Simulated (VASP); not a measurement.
Write the native input for VASP 6.6.1 that does the following.

| Property | Result |
| --- | --- |
| Task | single point |
| Functional | PBEsol |
| Potentials or basis | VASP PAW PBE potentials, release 64 (Rh_pv) |
| Cutoff | 520 eV |
| k mesh | 24 × 24 × 12 |
| Occupations | gaussian, width 0.1 eV |
| Spin | no spin polarisation |
| Dipole correction | no |
| Further INCAR settings | ALGO = Fast; EDIFF = 1e-07; NBANDS = 22 |

The structure of Rh lies in POSCAR:

```
Rh
1.0
    2.8500602499      0.0000000000      0.0000000000
   -1.4250301250      2.4682245787      0.0000000000
    0.0000000000      0.0000000000      4.5887614588
Rh
2
Direct
    0.6666666667      0.3333333333      0.7500000000
    0.3333333333      0.6666666667      0.2500000000
```

This isn't the form of Rh at room conditions, which is fcc.

This cell differs from its parent crystal: equal strain along all axes, cell held: +6.0 %.

These files were run (other wordings do the same):

INCAR

```
ALGO     = Fast           # electronic algorithm
EDIFF    = 1E-7           # SCF threshold, eV
ENCUT    = 520            # plane-wave cutoff, eV
GGA      = PS             # functional
ISIF     = 2              # what is computed and relaxed
ISMEAR   = 0              # smearing method
LASPH    = T              # aspherical terms in the spheres
LCHARG   = F              # write CHGCAR
LREAL    = F              # projectors in reciprocal space
LWAVE    = F              # write WAVECAR
NBANDS   = 22             # bands
NELM     = 60             # most SCF steps
PREC     = Accurate       # precision mode
SIGMA    = 0.1            # smearing width, eV
```

KPOINTS

```
k-points
0
Gamma
  24 24 12
```

Potentials or basis: VASP PAW PBE potentials, release 64 (Rh_pv).

The run is started by

```bash
$ cat potpaw_PBE.64/Rh_pv/POTCAR > POTCAR
$ mpirun -np 1 vasp_std > vasp.out
```

It gave:

| Item | Value |
| --- | --- |
| Pressure | -32.5 GPa |
| Band gap on the k mesh | zero (bands 15 and 16 overlap by 1.85 eV) |

Caveat: the cell differs from its parent crystal (equal strain along all axes, cell held: +6.0 %); the cell stands under tension; the PAW data sets were made with another functional, which shifts forces and pressure a little.

It took 2.1 min on 1 thread of Intel(R) Xeon(R) 6975P-C (Granite Rapids) (shared host), peak memory 0.33 GiB.
